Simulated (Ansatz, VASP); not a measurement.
**Two plane-wave programs on BaTe**

File POSCAR:

```
BaTe
1.0
    0.1386806333      3.5636829174      3.5636829174
    3.5636829174      0.1386806333      3.5636829174
    3.5636829174      3.5636829174      0.1386806333
Ba Te
1 1
Direct
    0.0000000000      0.0000000000      0.0000000000
    0.5000000000      0.5000000000      0.5000000000
```

The input INCAR.step1:

```
SYSTEM = BaTe
PREC = Accurate
ENCUT = 550
ISMEAR = 0
SIGMA = 0.01
LREAL = .False.
LASPH = .True.
NELM = 120
NBANDS = 15
GGA = PE
ALGO = Normal
EDIFF = 1E-5
LWAVE = .True.
LCHARG = .False.
GGA_COMPAT = .False.
```

The input INCAR.step2:

```
SYSTEM = BaTe
PREC = Accurate
ENCUT = 550
EDIFF = 1E-6
ISMEAR = 0
SIGMA = 0.01
LREAL = .False.
LASPH = .True.
NELM = 120
ALGO = Normal
ISIF = 2
LWAVE = .False.
LCHARG = .True.
METAGGA = R2SCAN
LMIXTAU = .True.
LELF = .True.
LVHAR = .True.
NBANDS = 15
ISTART = 1
GGA_COMPAT = .False.
```

KPOINTS

```
Automatic mesh
0
Gamma
  6 6 6
  0 0 0
```

Input for Ansatz:

```yaml
crystal:
  lattice:
    - [0.1386806333, 3.5636829174, 3.5636829174]
    - [3.5636829174, 0.1386806333, 3.5636829174]
    - [3.5636829174, 3.5636829174, 0.1386806333]
  atoms:
    - { symbol: Ba, position: [0.0, 0.0, 0.0] }
    - { symbol: Te, position: [0.5, 0.5, 0.5] }
kpoints:
  mp_grid: { grid: [6, 6, 6] }
  band_path:
    path:
      - [0.0, 0.0, 0.0]
      - [0.5, 0.0, 0.5]
      - [0.625, 0.25, 0.625]
      - [0.375, 0.375, 0.75]
      - [0.5, 0.5, 0.5]
      - [0.5, 0.25, 0.75]
    npoints: 1
hamiltonian:
  xc: r2scan
scf:
  occupations: { method: fixed }
  n_extra_bands: 4
output:
  forces: true
  stress: true
  eigenvalues: true
```

Change from the starting cell: epitaxial_111 strain -3.0%.

Alike in both runs: task single point; functional r2SCAN; k mesh 6 × 6 × 6; no spin polarisation.

|  | VASP | Ansatz |
| --- | --- | --- |
| version | VASP 6.6.1 | Ansatz 0.2.0 |
| potentials or method | VASP PAW PBE potentials, release 64 (Ba_sv, Te) | plane waves, PAW |
| plane-wave cutoff (eV) | 550 | 500 |
| occupations | gaussian, width 0.01 eV | fixed |
| valence electrons in the cell | 16 | 26 |

Ansatz gave:

- gap on the k mesh at the Fermi level (eV): 1.85
- pressure (GPa): 1.0
- traceless stress, the component that is largest in VASP (GPa): -0.51

Which values does VASP return?

gap on the k mesh at the Fermi level (eV): 1.77; pressure (GPa): 1.4; traceless stress, the component that is largest in VASP (GPa): -0.51.

VASP's potentials were made for PBE, not for r2SCAN. VASP's potentials hold 16 valence electrons a cell and Ansatz's 26, so a difference there can come from the potentials and not from the codes.

Spin-orbit coupling is off throughout.
